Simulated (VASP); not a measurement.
# Hf (Im-3m) in VASP: single point with PBEsol

Aim: the single point of Hf with PBEsol.

Program: VASP 6.6.1. These are calculated values, not measurements. Logs are shortened: lines on timing, memory, paths and dates and some standing lists are left out, and cuts for length are marked.

### 1 The cell of the first run

Symmetry: Im-3m, No. 229, cubic system. The conventional cell has a = 3.610 Å, b = 3.610 Å, c = 3.610 Å, α = 90.00°, β = 90.00°, γ = 90.00°. Hf (site symmetry m-3m) has 14 Hf at 3.13 to 3.61 Å within 4.1 Å.

### 2 Single point, PBEsol

File INCAR:

```
ALGO = Normal
EDIFF = 1E-6
ENCUT = 500
GGA = PS
GGA_COMPAT = F
ISIF = 2
ISMEAR = 0
LASPH = T
LCHARG = T
LELF = T
LREAL = F
LVHAR = T
LWAVE = F
NBANDS = 11
NELM = 120
PREC = Accurate
SIGMA = 0.1
```

File KPOINTS:

```
k-points
0
Gamma
  13 13 13
```

File POSCAR:

```
Hf
1.0
   -1.8050000000      1.8050000000      1.8050000000
    1.8050000000     -1.8050000000      1.8050000000
    1.8050000000      1.8050000000     -1.8050000000
Hf
1
Direct
    0.0000000000      0.0000000000      0.0000000000
```

Potentials or basis: VASP PAW PBE potentials, release 64 (Hf_pv).

Started as:

```console
$ cat potpaw_PBE.64/Hf_pv/POTCAR > POTCAR
$ mpirun -np 1 vasp_std > vasp.out
```

OUTCAR:

```text
EDIFF = 1E-6
   ENCUT = 500
   GGA = PS
   ISIF = 2
   ISMEAR = 0
   LASPH = T
   LREAL = F
   NELM = 120
   PREC = Accurate

 ion  position               nearest neighbor table
   1  0.000  0.000  0.000-

  LATTYP: Found a body centered cubic cell.
 ALAT       =     3.6100000000

  Lattice vectors:

 A1 = (  -1.8050000000,   1.8050000000,   1.8050000000)
 A2 = (   1.8050000000,  -1.8050000000,   1.8050000000)
 A3 = (   1.8050000000,   1.8050000000,  -1.8050000000)

Analysis of symmetry for initial positions (statically):
=====================================================================
 Subroutine PRICEL returns:
 Original cell was already a primitive cell.

 Routine SETGRP: Setting up the symmetry group for a
 body centered cubic supercell.

 Subroutine GETGRP returns: Found 48 space group operations
[... 9 lines left out ...]

 Routine SETGRP: Setting up the symmetry group for a
 body centered cubic supercell.

 Subroutine GETGRP returns: Found 48 space group operations
[... 11 lines left out ...]
                                     Primitive cell

  volume of cell :      23.5229

  direct lattice vectors                    reciprocal lattice vectors
    -1.805000000  1.805000000  1.805000000     0.000000000  0.277008310  0.277008310
     1.805000000 -1.805000000  1.805000000     0.277008310  0.000000000  0.277008310
     1.805000000  1.805000000 -1.805000000     0.277008310  0.277008310  0.000000000

  length of vectors
     3.126351708  3.126351708  3.126351708     0.391748909  0.391748909  0.391748909

  position of ions in fractional coordinates (direct lattice)
     0.000000000  0.000000000  0.000000000

  ion indices of the primitive-cell ions
   primitive index   ion index
                 1           1

----------------------------------------------------------------------------------------

 KPOINTS: k-points

Automatic generation of k-mesh.
 Grid dimensions read from file:
 generate k-points for:   13   13   13

 Generating k-lattice:

  Cartesian coordinates                     Fractional coordinates (reciprocal lattice)
     0.000000000  0.021308332  0.021308332     0.076923077  0.000000000  0.000000000
     0.021308332  0.000000000  0.021308332     0.000000000  0.076923077  0.000000000
     0.021308332  0.021308332  0.000000000     0.000000000  0.000000000  0.076923077

  Length of vectors
     0.030134531  0.030134531  0.030134531

  Shift w.r.t. Gamma in fractional coordinates (k-lattice)
     0.000000000  0.000000000  0.000000000

 Subroutine IBZKPT returns following result:
 ===========================================

 Found     84 irreducible k-points:

 Following reciprocal coordinates:
            Coordinates               Weight
  0.000000  0.000000  0.000000      1.000000
  0.076923  0.000000  0.000000     12.000000
  0.153846  0.000000  0.000000     12.000000
  0.230769  0.000000  0.000000     12.000000
  0.307692  0.000000  0.000000     12.000000
  0.384615  0.000000  0.000000     12.000000
[... 16 lines left out ...]
  0.153846  0.076923  0.076923     24.000000
  0.230769  0.076923  0.076923     24.000000
 [... further k-points ...]
   k-points           NKPTS =     84   k-points in BZ     NKDIM =     84   number of bands    NBANDS=     11
   number of dos      NEDOS =    301   number of ions     NIONS =      1
   total plane-waves  NPLWV =  13824
   dimension x,y,z NGX =    24 NGY =   24 NGZ =   24
   dimension x,y,z NGXF=    48 NGYF=   48 NGZF=   48
   ions per type =               1
   NGX,Y,Z   is equivalent  to a cutoff of  12.76, 12.76, 12.76 a.u.
   NGXF,Y,Z  is equivalent  to a cutoff of  25.52, 25.52, 25.52 a.u.
 SYSTEM =  unknown system
   PREC   = accura    normal or accurate (medium, high low for compatibility)
   ISTART =      0    job   : 0-new  1-cont  2-samecut
   ICHARG =      2    charge: 1-file 2-atom 10-const
   ISPIN  =      1    spin polarized calculation?
   LNONCOLLINEAR =      F non collinear calculations
   LSORBIT =      F    spin-orbit coupling
   LASPH  =      T    aspherical Exc in radial PAW
   ENCUT  =  500.0 eV  36.75 Ry    6.06 a.u.   5.70  5.70  5.70*2*pi/ulx,y,z
   NELM   =    120;   NELMIN=  2; NELMDL= -5     # of ELM steps
   EDIFF  = 0.1E-05   stopping-criterion for ELM
   LREAL  =      F    real-space projection
   EDIFFG = 0.1E-04   stopping-criterion for IOM
   NSW    =      0    number of steps for IOM
   IBRION =     -1    ionic relax: 0-MD 1-quasi-New 2-CG
   NFREE  =      0    steps in history (QN), initial steepest desc. (CG)
   ISIF   =      2    stress and relaxation
   ISYM   =      2    0-nonsym 1-usesym 2-fastsym
   POTIM  = 0.5000    time-step for ionic-motion
   TEBEG  =    0.0;   TEEND  =   0.0 temperature during run
   PSTRESS=    0.0 pullay stress
   NELECT =      10.0000    total number of electrons
   NUPDOWN=      -1.0000    fix difference up-down
   EMIN   =  10.00;   EMAX   =-10.00  energy-range for DOS
   EFERMI =   0.00;   METHOD = LEGACY
   ISMEAR =     0;   SIGMA  =   0.10  broadening in eV -4-tet -1-fermi 0-gaus
   EFERMI_NEDOS =   21; number of points for ismear=-14 and -15
   IALGO  =     38    algorithm
   IMIX   =      4    mixing-type and parameters
     AMIX     =   0.40;   BMIX     =  1.00
     AMIX_MAG =   1.60;   BMIX_MAG =  1.00
  volume/ion in A,a.u.               =      23.52       158.74
  Fermi-wavevector in a.u.,A,eV,Ry     =   1.230961  2.326179 20.616432  1.515265
  Thomas-Fermi vector in A             =   2.365789
   LORBIT       =      0    0 simple, 1 ext, 2 COOP (PROOUT), +10 PAW based schemes
   GGA     = PS    functional components
   LHFCALC =     F    Hartree Fock is set to
   AEXX    =    0.0000 exact exchange contribution
   IVDW    =     0    specifies the selected vdW correction
   LEPSILON=     F    determine dielectric tensor
   LRPA    =     F    only Hartree local field effects (RPA)
 non-spin polarized calculation
 Gauss-broadening in eV      SIGMA  =   0.10
  energy-cutoff  :      500.00
  volume of cell :       23.52
 maximum number of plane-waves:       610
   NGX = 11   NGY = 11   NGZ = 11

 number of electron      10.0000001 magnetization

 Free energy of the ion-electron system (eV)
  ---------------------------------------------------
  ext. energy  EPLUGINS =         0.00000000
  ---------------------------------------------------
  free energy    TOTEN  =       -10.26525906 eV

  energy without entropy =      -10.25436438  energy(sigma->0) =      -10.25981172

 E-fermi :   4.0792     XC(G=0): -11.1643

 val. band max:        4.0705082680   @ k =  -0.3077  -0.4615   0.0769
 cond. band min:       4.0874589942   @ k =  -0.3846  -0.4615   0.0769
 fundamental gap:      0.0169507262
 Fermi energy:         4.0792320306

 k-point     1 :       0.0000    0.0000    0.0000
  band No.  band energies     occupation
      1     -25.8907      2.00000
      2     -25.8907      2.00000
      3     -25.8907      2.00000
      4      -2.7906      2.00000
      5       5.5551      0.00000
      6       5.5551      0.00000
      7       5.5551      0.00000
      8       8.2050      0.00000
      9       8.2050      0.00000
     10      17.1698      0.00000
     11      17.1698      0.00000

 k-point     2 :       0.0769    0.0000    0.0000
  band No.  band energies     occupation
      1     -25.9330      2.00000
      2     -25.9041      2.00000
      3     -25.8908      2.00000
      4      -2.5842      2.00000
      5       5.4127      0.00000
      6       5.4976      0.00000
      7       5.7575      0.00000
      8       7.9851      0.00000
      9       8.2042      0.00000
     10      17.1457      0.00000
     11      17.3590      0.00000

 k-point     3 :       0.1538    0.0000    0.0000
  band No.  band energies     occupation
      1     -26.0483      2.00000
      2     -25.9410      2.00000
      3     -25.8911      2.00000
      4      -1.9953      2.00000
      5       5.0486      0.00000
      6       5.2355      0.00000
      7       6.3544      0.00000
      8       7.6721      0.00000
      9       8.2244      0.00000
     10      17.1408      0.00000
     11      17.6961      0.00000

 k-point     4 :       0.2308    0.0000    0.0000
  band No.  band energies     occupation
      1     -26.2068      2.00000
      2     -25.9925      2.00000
      3     -25.8916      2.00000
      4      -1.1239      2.00000
      5       4.5948      0.00000
      6       4.7568      0.00000
      7       7.3131      0.00000
      8       7.6736      0.00000
      9       8.3114      0.00000
     10      17.1307      0.00000
     11      17.3774      0.00000

 k-point     5 :       0.3077    0.0000    0.0000
  band No.  band energies     occupation
      1     -26.3702      2.00000
      2     -26.0466      2.00000
      3     -25.8921      2.00000
      4      -0.1730      2.00000
      5       4.1698      0.20047
      6       4.3911      0.00001
      7       7.8960      0.00000
      8       8.4914      0.00000
      9       8.5653      0.00000
     10      16.2577      0.00000
     11      16.4541      0.00000
[... 211 lines left out ...]
 k-point    21 :       0.3077    0.3077    0.0000
  band No.  band energies     occupation
      1     -26.4209      2.00000
      2     -26.3144      2.00000
      3     -25.9772      2.00000
      4       2.4958      2.00000
      5       3.4355      2.00000
      6       3.7678      1.99999
      7       8.3584      0.00000
      8       8.7042      0.00000
      9      11.1476      0.00000
     10      13.4101      0.00000
     11      15.0097      0.00000

 k-point    22 :       0.0769    0.0769    0.0769
  band No.  band energies     occupation
      1     -26.1275      2.00000
      2     -25.9206      2.00000
      3     -25.9206      2.00000
      4      -1.6235      2.00000
      5       4.8330      0.00000
      6       4.8330      0.00000
      7       6.9588      0.00000
      8       7.9807      0.00000
      9       7.9807      0.00000
     10      17.1393      0.00000
     11      17.9823      0.00000

 k-point    23 :       0.1538    0.0769    0.0769
  band No.  band energies     occupation
      1     -26.2604      2.00000
      2     -25.9747      2.00000
      3     -25.9238      2.00000
      4      -0.7719      2.00000
      5       4.3702      0.00004
      6       4.3924      0.00001
      7       7.8848      0.00000
      8       8.0307      0.00000
      9       8.2823      0.00000
     10      17.1267      0.00000
     11      17.8822      0.00000

 k-point    24 :       0.2308    0.0769    0.0769
  band No.  band energies     occupation
      1     -26.3868      2.00000
      2     -26.0432      2.00000
      3     -25.9272      2.00000
      4       0.1951      2.00000
      5       3.9807      1.83649
      6       4.0646      1.16416
      7       8.0425      0.00000
      8       8.5533      0.00000
      9       9.2903      0.00000
     10      16.0901      0.00000
     11      16.6648      0.00000

 [... further k-points ...]
[... 5 lines left out ...]
  --------------------------------------------------------------------------------------
  -------------------------------------------------------------------------------------
  Total       -1.3642433     -1.3642433     -1.3642433      0.0000000      0.0000000     -0.0000000
  in kB      -92.9203414    -92.9203414    -92.9203414      0.0000000      0.0000000     -0.0000000
  external PRESSURE =     -92.9203414 kB  Pullay stress =       0.0000000 kB

 VOLUME and BASIS-vectors are now :
 -----------------------------------------------------------------------------
  energy-cutoff  :      500.00
  volume of cell :       23.52
      direct lattice vectors                 reciprocal lattice vectors
    -1.805000000  1.805000000  1.805000000     0.000000000  0.277008310  0.277008310
     1.805000000 -1.805000000  1.805000000     0.277008310  0.000000000  0.277008310
     1.805000000  1.805000000 -1.805000000     0.277008310  0.277008310  0.000000000

 POSITION                                       TOTAL-FORCE (eV/Angst)
 -----------------------------------------------------------------------------------
      0.00000      0.00000      0.00000         0.000000      0.000000      0.000000
 -----------------------------------------------------------------------------------
    total drift:                                0.000000      0.000000     -0.000000

  FREE ENERGIE OF THE ION-ELECTRON SYSTEM (eV)
  ---------------------------------------------------
  free  energy   TOTEN  =       -10.2652590606 eV

  energy  without entropy=      -10.2543643803  energy(sigma->0) =      -10.25981172
```

Wall time 8.1 s (1 thread of Intel Xeon 6975P-C, shared host); peak memory 0.15 GiB.

What came out:

- Free energy: -10.2653 eV
- Pressure: -9.3 GPa
- Band gap on the k mesh: zero (band 5 reaches 5.56 eV, above the bottom of band 6 at 3.45 eV)

Levels at points of the mesh, in eV from the Fermi level:
| k point | band 1 | band 2 | band 3 | band 4 | band 5 | band 6 | band 7 | band 8 | band 9 | band 10 |
| --- | --- | --- | --- | --- | --- | --- | --- | --- | --- | --- |
| (0.00, 0.00, 0.00) | -29.97 | -29.97 | -29.97 | -6.87 | 1.48 | 1.48 | 1.48 | 4.13 | 4.13 | 13.09 |

Caveat: the PAW data sets were made with another functional, which shifts forces and pressure a little; spin-orbit coupling is left out, which moves the levels of the heavy elements.
